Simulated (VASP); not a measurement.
# TaV (Cmmm) in VASP: further runs, part 2 of 2

VASP 6.6.1.

### Step 3. Single point, PBE, collinear spin, ferromagnetic start

INCAR

```
SYSTEM = TaV
PREC = Accurate ; ENCUT = 520
EDIFF = 1E-6 ; ISMEAR = -1
SIGMA = 0.08 ; LREAL = .FALSE.
LASPH = .TRUE. ; NELM = 150
ALGO = Normal ; ISIF = 2
LWAVE = .FALSE. ; LCHARG = .FALSE.
ISPIN = 2 ; MAGMOM = 0 0.2
LORBIT = 11 ; NUPDOWN = 0.2
LMAXMIX = 4 ; GGA = PE
NBANDS = 23
```

KPOINTS

```
regular mesh
0
G
  12 12 8
  0 0 0
```

POSCAR

```
TaV
1.0
    1.6067000000     -2.3077750000      0.0000000000
    1.6067000000      2.3077750000      0.0000000000
    0.0000000000      0.0000000000      4.3413610000
Ta V
1 1
Direct
    0.0000000000      0.0000000000      0.0000000000
    0.5000000000      0.5000000000      0.5000000000
```

Potentials or basis: VASP PAW PBE potentials, release 64 (Ta_pv, V_sv).

Run with:

```
$ cat potpaw_PBE.64/Ta_pv/POTCAR potpaw_PBE.64/V_sv/POTCAR > POTCAR
$ mpirun -np 1 vasp_std > vasp.out
```

OUTCAR:

```text
SYSTEM = TaV
   PREC = Accurate
   ENCUT = 520
   EDIFF = 1E-6
   ISMEAR = -1
   LREAL = .FALSE.
   LASPH = .TRUE.
   NELM = 150
   ISIF = 2
   ISPIN = 2
   LORBIT = 11
   NUPDOWN = 0.2
   GGA = PE

 ion  position               nearest neighbor table
   1  0.000  0.000  0.000-   2 2.70   2 2.70   2 2.70   2 2.70   2 3.17   2 3.17   2 3.17   2 3.17

   2  0.500  0.500  0.500-   1 2.70   1 2.70   1 2.70   1 2.70   1 3.17   1 3.17   1 3.17   1 3.17

  LATTYP: Found a base centered orthorhombic cell.
 ALAT       =     3.2134000000
 B/A-ratio  =     1.4363446816
 C/A-ratio  =     1.3510179249

  Lattice vectors:

 A1 = (   1.6067000000,  -2.3077750000,   0.0000000000)
 A2 = (   1.6067000000,   2.3077750000,   0.0000000000)
 A3 = (   0.0000000000,   0.0000000000,   4.3413610000)

Analysis of symmetry for initial positions (statically):
=====================================================================
 Subroutine PRICEL returns:
 Original cell was already a primitive cell.

 Routine SETGRP: Setting up the symmetry group for a
 base centered orthorhombic supercell.

[... 817 lines left out ...]
 k-point     1 :       0.0000    0.0000    0.0000
  band No.  band energies     occupation
      1     -56.5894      1.00000
      2     -30.4716      1.00000
      3     -30.2983      1.00000
      4     -30.2506      1.00000
      5     -26.4564      1.00000
      6     -26.0388      1.00000
[... 613 lines left out ...]
     22      21.7797      0.00000
     23      21.8791      0.00000

 [... further k-points ...]
[... 5 lines left out ...]
  --------------------------------------------------------------------------------------
  -------------------------------------------------------------------------------------
  Total        0.0116162     -0.0856614     -0.0110972      0.0000000      0.0000000      0.0000000
  in kB        0.5780852     -4.2629636     -0.5522558      0.0000000      0.0000000      0.0000000
  external PRESSURE =      -1.4123781 kB  Pullay stress =       0.0000000 kB

 VOLUME and BASIS-vectors are now :
 -----------------------------------------------------------------------------
  energy-cutoff  :      520.00
  volume of cell :       32.19
      direct lattice vectors                 reciprocal lattice vectors
     1.606700000 -2.307775000  0.000000000     0.311196863 -0.216658903  0.000000000
     1.606700000  2.307775000  0.000000000     0.311196863  0.216658903  0.000000000
     0.000000000  0.000000000  4.341361000     0.000000000  0.000000000  0.230342512

 POSITION                                       TOTAL-FORCE (eV/Angst)
 -----------------------------------------------------------------------------------
      0.00000      0.00000      0.00000         0.000000     -0.000000      0.000000
      1.60670      0.00000      2.17068         0.000000      0.000000      0.000000
 -----------------------------------------------------------------------------------
    total drift:                                0.000000      0.000000     -0.000000

  FREE ENERGIE OF THE ION-ELECTRON SYSTEM (eV)
  ---------------------------------------------------
  free  energy   TOTEN  =       -20.6722583972 eV

  energy  without entropy=      -20.6016517703  energy(sigma->0) =      -20.63695508

 total charge

# of ion       s       p       d       tot
------------------------------------------
    1        0.391   6.166   2.442   9.000
    2        2.307   6.201   3.026  11.534
--------------------------------------------------
tot          2.699  12.367   5.468  20.534

 magnetization (x)

# of ion       s       p       d       tot
------------------------------------------
    1       -0.001   0.005   0.004   0.009
    2        0.002   0.006   0.146   0.154
--------------------------------------------------
tot          0.002   0.011   0.151   0.163
```

OSZICAR:

```text
N       E                     dE             d eps       ncg     rms          rms(c)
DAV:   1     0.249202864582E+03    0.24920E+03   -0.13481E+04 19828   0.111E+03
DAV:   2    -0.161934646032E+02   -0.26540E+03   -0.25785E+03 21390   0.369E+02
DAV:   3    -0.231570424281E+02   -0.69636E+01   -0.69043E+01 23322   0.657E+01
DAV:   4    -0.231998345690E+02   -0.42792E-01   -0.42782E-01 21794   0.555E+00
DAV:   5    -0.232002694400E+02   -0.43487E-03   -0.43484E-03 23693   0.552E-01    0.226E+01
DAV:   6    -0.263783566754E+02   -0.31781E+01   -0.60353E+01 22608   0.398E+01    0.211E+01
DAV:   7    -0.212591815715E+02    0.51192E+01   -0.64448E+01 22946   0.309E+01    0.971E+00
DAV:   8    -0.206772035726E+02    0.58198E+00   -0.25344E+00 22771   0.925E+00    0.145E+00
DAV:   9    -0.206733776314E+02    0.38259E-02   -0.63182E-02 23182   0.159E+00    0.671E-01
DAV:  10    -0.206723262204E+02    0.10514E-02   -0.89518E-03 21891   0.699E-01    0.205E-01
DAV:  11    -0.206722348921E+02    0.91328E-04   -0.77500E-04 23272   0.147E-01    0.970E-02
DAV:  12    -0.206722695910E+02   -0.34699E-04   -0.26931E-04 23246   0.706E-02    0.350E-02
DAV:  13    -0.206722593778E+02    0.10213E-04   -0.11471E-04 22945   0.395E-02    0.127E-02
DAV:  14    -0.206722583972E+02    0.98067E-06   -0.19490E-06 18289   0.115E-02
   1 F= -.20672258E+02 E0= -.20636955E+02  d E =-.706066E-01  mag=     0.2000
```

stdout:

```text
POSCAR found type information on POSCAR TaV
 POSCAR found :  2 types and       2 ions
 scaLAPACK will be used
 LDA part: xc-table for (Slater+PW92), standard interpolation
 POSCAR, INCAR and KPOINTS ok, starting setup
 FFT: planning ... GRIDC
 FFT: planning ... GRID_SOFT
 FFT: planning ... GRID
 WAVECAR not read
 entering main loop
```

It took 89 s on 1 thread of Intel Xeon 6975P-C (Granite Rapids), shared host; peak memory 0.35 GiB.

Results:

| Item | Value |
| --- | --- |
| Free energy | -20.6723 eV |
| Pressure | -0.1 GPa |
| Net moment | 0.20 μB per cell |
| Site moments | Ta +0.01; V +0.15 μB |
| Valence electrons inside the program's atomic spheres | Ta 9.00; V 11.53 |

Caveat: the total moment is fixed, so each spin has its own Fermi level.

### Step 4. Single point, PBE, collinear spin, ferromagnetic start

INCAR

```
SYSTEM = TaV
PREC = Accurate
ENCUT = 520
EDIFF = 1E-6
ISMEAR = -1
SIGMA = 0.08
LREAL = .False.
LASPH = .True.
NELM = 150
ALGO = Normal
ISIF = 2
LWAVE = .False.
LCHARG = .False.
ISPIN = 2
MAGMOM = 0 0.35
LORBIT = 11
NUPDOWN = 0.35
LMAXMIX = 4
GGA = PE
NBANDS = 23
```

KPOINTS

```
regular mesh
0
Gamma
  12 12 8
  0 0 0
```

POSCAR is that of step 3.

Run with:

```
$ cat potpaw_PBE.64/Ta_pv/POTCAR potpaw_PBE.64/V_sv/POTCAR > POTCAR
$ mpirun -np 1 vasp_std > vasp.out
```

Run time: 91 s. Hardware: 1 thread of Intel Xeon 6975P-C (Granite Rapids), shared host; peak memory 0.35 GiB.

Results (log left out):

* Free energy: -20.6702 eV
* Pressure: -0.1 GPa
* Net moment: 0.35 μB per cell
* Site moments: Ta +0.02; V +0.27 μB
* Valence electrons inside the program's atomic spheres: Ta 9.00; V 11.53

Stress tensor (GPa, compression positive):
```
 0.11  0.00  0.00
 0.00 -0.34  0.00
 0.00  0.00  0.07
```

Caveat: the total moment is fixed, so each spin has its own Fermi level.

### Step 5. Overview

```csv
fixed moment (μB),pressure (GPa),moment (μB)
1.4,2.3,1.40
0.2,-0.1,0.20
0.35,-0.1,0.35
```

Alike in all rows: task single point; level PBE; potentials or basis VASP PAW PBE potentials, release 64 (Ta_pv, V_sv); spin collinear, ferromagnetic start; cell as given; k mesh 12 × 12 × 8; cutoff (eV) 520; smearing fermi-dirac 0.08 eV.

Caveats: the total moment is fixed, so each spin has its own Fermi level.

Absolute energies hang on the potentials; compare differences alone.
